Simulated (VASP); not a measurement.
# TiSi2 (Fddd) in VASP: notebook

TiSi2 is run at these levels: PBEsol; tasks: single point.

Everything below comes from runs of VASP 6.6.1. Logs are shortened: lines on timing, memory, paths and dates and some standing lists are left out, and cuts for length are marked.

**1. The cell of the first run**

Symmetry: Fddd, No. 70, orthorhombic system. Conventional cell: a = 4.779 Å, b = 8.235 Å, c = 8.526 Å, α = 90.00°, β = 90.00°, γ = 90.00°. Ti (site symmetry 222) has 10 Si at 2.55 to 2.78 Å and 4 Ti at 3.20 Å within 3.4 Å. Si (site symmetry 2) has 9 Si at 2.52 to 3.20 Å and 5 Ti at 2.55 to 2.78 Å within 3.3 Å.

**2. Single point, PBEsol**

Input file INCAR:

```
SYSTEM = TiSi2
ALGO = Normal ; EDIFF = 1E-6
ENCUT = 520 ; GGA = PS
ISIF = 2 ; ISMEAR = -1
LASPH = .True. ; LCHARG = .False.
LREAL = .False. ; LWAVE = .False.
NBANDS = 29 ; NELM = 80
PREC = Accurate ; SIGMA = 0.05
```

Input file KPOINTS:

```
k-points
0
Gamma
  7 7 7
  0 0 0
```

Input file POSCAR:

```
TiSi2
1.0
    0.0000000000      4.1175163063      4.2628978354
    2.3895119538      0.0000000000      4.2628978354
    2.3895119538      4.1175163063      0.0000000000
Ti Si
2 4
Direct
    0.7500000000      0.7500000000      0.7500000000
    0.5000000000      0.5000000000      0.5000000000
    0.4125656100      0.0874343900      0.4125656100
    0.0874343900      0.4125656100      0.0874343900
    0.1625656100      0.8374343900      0.1625656100
    0.8374343900      0.1625656100      0.8374343900
```

Potentials or basis: VASP PAW PBE potentials, release 64 (Ti_sv, Si).

On the command line:

```bash
$ cat potpaw_PBE.64/Ti_sv/POTCAR potpaw_PBE.64/Si/POTCAR > POTCAR
$ mpirun -np 1 vasp_std > vasp.out
```

OUTCAR:

```text
SYSTEM = TiSi2
   EDIFF = 1E-6
   ENCUT = 520
   GGA = PS
   ISIF = 2
   ISMEAR = -1
   LASPH = .True.
   LREAL = .False.
   NELM = 80
   PREC = Accurate

 ion  position               nearest neighbor table
   1  0.750  0.750  0.750-   6 2.55   5 2.55   6 2.55   5 2.55   3 2.74   3 2.74   4 2.74   4 2.74
                             3 2.78   4 2.78
   2  0.500  0.500  0.500-   4 2.55   3 2.55   4 2.55   3 2.55   5 2.74   5 2.74   6 2.74   6 2.74
                             5 2.78   6 2.78
   3  0.413  0.087  0.413-   6 2.52   6 2.52   2 2.55   2 2.55   4 2.68   1 2.74   1 2.74   1 2.78
                             4 2.79   4 2.79
   4  0.087  0.413  0.087-   5 2.52   5 2.52   2 2.55   2 2.55   3 2.68   1 2.74   1 2.74   1 2.78
                             3 2.79   3 2.79
   5  0.163  0.837  0.163-   4 2.52   4 2.52   1 2.55   1 2.55   6 2.68   2 2.74   2 2.74   2 2.78
                             6 2.79   6 2.79
   6  0.837  0.163  0.837-   3 2.52   3 2.52   1 2.55   1 2.55   5 2.68   2 2.74   2 2.74   2 2.78
                             5 2.79   5 2.79

  LATTYP: Found a face centered orthorhombic cell.
 ALAT       =     4.7790239076
 B/A-ratio  =     1.7231620456
 C/A-ratio  =     1.7840035613

  Lattice vectors:

 A1 = (   0.0000000000,   4.1175163063,   4.2628978354)
 A2 = (   2.3895119538,   0.0000000000,   4.2628978354)
 A3 = (   2.3895119538,   4.1175163063,   0.0000000000)

Analysis of symmetry for initial positions (statically):
=====================================================================
 Subroutine PRICEL returns:
 Original cell was already a primitive cell.

 Routine SETGRP: Setting up the symmetry group for a
 face centered orthorhombic supercell.

 Subroutine GETGRP returns: Found  8 space group operations
 (whereof  4 operations were pure point group operations)
 out of a pool of  8 trial point group operations.

The static configuration has the point symmetry D_2 .
 The point group associated with its full space group is D_2h.

Analysis of symmetry for dynamics (positions and initial velocities):
=====================================================================
 Subroutine PRICEL returns:
 Original cell was already a primitive cell.

 Routine SETGRP: Setting up the symmetry group for a
 face centered orthorhombic supercell.

 Subroutine GETGRP returns: Found  8 space group operations
 (whereof  4 operations were pure point group operations)
 out of a pool of  8 trial point group operations.

The dynamic configuration has the point symmetry D_2 .
[... 106 lines left out ...]
   ENCUT  =  520.0 eV  38.22 Ry    6.18 a.u.  11.02  9.09  8.85*2*pi/ulx,y,z
   NELM   =     80;   NELMIN=  2; NELMDL= -5     # of ELM steps
   EDIFF  = 0.1E-05   stopping-criterion for ELM
   LREAL  =      F    real-space projection
   EDIFFG = 0.1E-04   stopping-criterion for IOM
   NSW    =      0    number of steps for IOM
   IBRION =     -1    ionic relax: 0-MD 1-quasi-New 2-CG
   NFREE  =      0    steps in history (QN), initial steepest desc. (CG)
   ISIF   =      2    stress and relaxation
   ISYM   =      2    0-nonsym 1-usesym 2-fastsym
   POTIM  = 0.5000    time-step for ionic-motion
   TEBEG  =    0.0;   TEEND  =   0.0 temperature during run
   PSTRESS=    0.0 pullay stress
   NELECT =      40.0000    total number of electrons
   NUPDOWN=      -1.0000    fix difference up-down
   EMIN   =  10.00;   EMAX   =-10.00  energy-range for DOS
   EFERMI =   0.00;   METHOD = LEGACY
   ISMEAR =    -1;   SIGMA  =   0.05  broadening in eV -4-tet -1-fermi 0-gaus
   EFERMI_NEDOS =   21; number of points for ismear=-14 and -15
   IALGO  =     38    algorithm
   IMIX   =      4    mixing-type and parameters
     AMIX     =   0.40;   BMIX     =  1.00
     AMIX_MAG =   1.60;   BMIX_MAG =  1.00
  volume/ion in A,a.u.               =      13.98        94.35
  Fermi-wavevector in a.u.,A,eV,Ry     =   1.278994  2.416947 22.256742  1.635824
  Thomas-Fermi vector in A             =   2.411504
   LORBIT       =      0    0 simple, 1 ext, 2 COOP (PROOUT), +10 PAW based schemes
   GGA     = PS    functional components
   LHFCALC =     F    Hartree Fock is set to
   AEXX    =    0.0000 exact exchange contribution
   IVDW    =     0    specifies the selected vdW correction
   LEPSILON=     F    determine dielectric tensor
   LRPA    =     F    only Hartree local field effects (RPA)
 non-spin polarized calculation
  energy-cutoff  :      520.00
  volume of cell :       83.88
 maximum number of plane-waves:      2286
 NGX is ok and might be reduce to    48
   NGX = 23   NGY = 19   NGZ = 17

 number of electron      40.0000003 magnetization

 Free energy of the ion-electron system (eV)
  ---------------------------------------------------
  ext. energy  EPLUGINS =         0.00000000
  ---------------------------------------------------
  free energy    TOTEN  =       -43.66912908 eV

  energy without entropy =      -43.64893632  energy(sigma->0) =      -43.65903270

 E-fermi :  10.0957     XC(G=0): -11.8228

 val. band max:       10.0944390330   @ k =  -0.1429   0.1429   0.1429
 cond. band min:      10.1073496134   @ k =  -0.2857   0.1429  -0.0000
 fundamental gap:      0.0129105804
 Fermi energy:        10.0957306493

 k-point     1 :       0.0000    0.0000    0.0000
  band No.  band energies     occupation
      1     -45.9118      2.00000
      2     -45.8825      2.00000
      3     -22.3959      2.00000
      4     -22.3956      2.00000
      5     -22.3037      2.00000
      6     -22.2886      2.00000
[... 757 lines left out ...]
     28      14.1245      0.00000
     29      14.2846      0.00000

 [... further k-points ...]
[... 5 lines left out ...]
  --------------------------------------------------------------------------------------
  -------------------------------------------------------------------------------------
  Total       -0.8097925     -1.5566230     -0.4397329      0.0000000      0.0000000      0.0000000
  in kB      -15.4669575    -29.7313461     -8.3988555      0.0000000      0.0000000      0.0000000
  external PRESSURE =     -17.8657197 kB  Pullay stress =       0.0000000 kB

 VOLUME and BASIS-vectors are now :
 -----------------------------------------------------------------------------
  energy-cutoff  :      520.00
  volume of cell :       83.88
      direct lattice vectors                 reciprocal lattice vectors
     0.000000000  4.117516306  4.262897835    -0.209247750  0.121432427  0.117291106
     2.389511954  0.000000000  4.262897835     0.209247750 -0.121432427  0.117291106
     2.389511954  4.117516306  0.000000000     0.209247750  0.121432427 -0.117291106

 POSITION                                       TOTAL-FORCE (eV/Angst)
 -----------------------------------------------------------------------------------
      3.58427      6.17627      6.39435         0.000000      0.000000      0.000000
      2.38951      4.11752      4.26290         0.000000      0.000000     -0.000000
      1.19476      3.39749      2.13145        -0.000000      0.048987      0.000000
      1.19476      0.72003      2.13145        -0.000000     -0.048987      0.000000
      2.38951      1.33873      4.26290         0.000000      0.048987      0.000000
      2.38951      6.89630      4.26290         0.000000     -0.048987      0.000000
 -----------------------------------------------------------------------------------
    total drift:                               -0.000000     -0.000000      0.000000

  FREE ENERGIE OF THE ION-ELECTRON SYSTEM (eV)
  ---------------------------------------------------
  free  energy   TOTEN  =       -43.6691290829 eV

  energy  without entropy=      -43.6489363223  energy(sigma->0) =      -43.65903270
```

OSZICAR:

```text
N       E                     dE             d eps       ncg     rms          rms(c)
DAV:   1     0.385990297766E+03    0.38599E+03   -0.18734E+04  3712   0.146E+03
DAV:   2    -0.153983832505E+01   -0.38753E+03   -0.37695E+03  3737   0.431E+02
DAV:   3    -0.440185361038E+02   -0.42479E+02   -0.41592E+02  6238   0.119E+02
DAV:   4    -0.472686390917E+02   -0.32501E+01   -0.32323E+01  5320   0.295E+01
DAV:   5    -0.474551829013E+02   -0.18654E+00   -0.18649E+00  5634   0.598E+00    0.192E+01
DAV:   6    -0.443807389323E+02    0.30744E+01   -0.33462E+01  5316   0.412E+01    0.711E+00
DAV:   7    -0.437684383550E+02    0.61230E+00   -0.65854E+00  5061   0.190E+01    0.537E+00
DAV:   8    -0.436859149038E+02    0.82523E-01   -0.85534E-01  5081   0.724E+00    0.138E+00
DAV:   9    -0.436685690141E+02    0.17346E-01   -0.15825E-01  5005   0.336E+00    0.518E-01
DAV:  10    -0.436695040617E+02   -0.93505E-03   -0.65875E-03  4956   0.599E-01    0.262E-01
DAV:  11    -0.436693074748E+02    0.19659E-03   -0.64912E-03  5511   0.603E-01    0.171E-01
DAV:  12    -0.436691293716E+02    0.17810E-03   -0.14018E-03  5192   0.299E-01    0.163E-02
DAV:  13    -0.436691293788E+02   -0.72391E-08   -0.32541E-05  4639   0.501E-02    0.159E-02
DAV:  14    -0.436691290829E+02    0.29596E-06   -0.29377E-06  4762   0.144E-02
   1 F= -.43669129E+02 E0= -.43659033E+02  d E =-.201928E-01
```

stdout:

```text
POSCAR found type information on POSCAR TiSi
 POSCAR found :  2 types and       6 ions
 scaLAPACK will be used
 -----------------------------------------------------------------------------
|                                                                             |
|                                                                             |
|     You enforced a specific xc type in the INCAR file but a different       |
|     I HOPE YOU KNOW WHAT YOU ARE DOING!                                     |
|                                                                             |
 -----------------------------------------------------------------------------

 LDA part: xc-table for (Slater+PW92), standard interpolation
 POSCAR, INCAR and KPOINTS ok, starting setup
 FFT: planning ... GRIDC
 FFT: planning ... GRID_SOFT
 FFT: planning ... GRID
 WAVECAR not read
 entering main loop
```

Run time: 1.8 min. Hardware: 1 thread of Intel Xeon 6975P-C (Granite Rapids), shared host; peak memory 0.3 GiB.

Results:

```yaml
Free_energy: -43.6691 eV
Pressure: -1.8 GPa
Largest_force: 0.049 eV/Å
Band_gap_on_the_k_mesh: zero (band 20 reaches 10.80 eV, above the bottom of band 21 at 8.99 eV)
```

Forces on the atoms (eV/Å):
```
Ti   0.000  0.000  0.000
Ti   0.000  0.000  0.000
Si   0.000  0.049  0.000
Si   0.000 -0.049  0.000
Si   0.000  0.049  0.000
Si   0.000 -0.049  0.000
```

Caveat: the PAW data sets were made with another functional, which shifts forces and pressure a little.

(Part 1 of 3 ends here.)
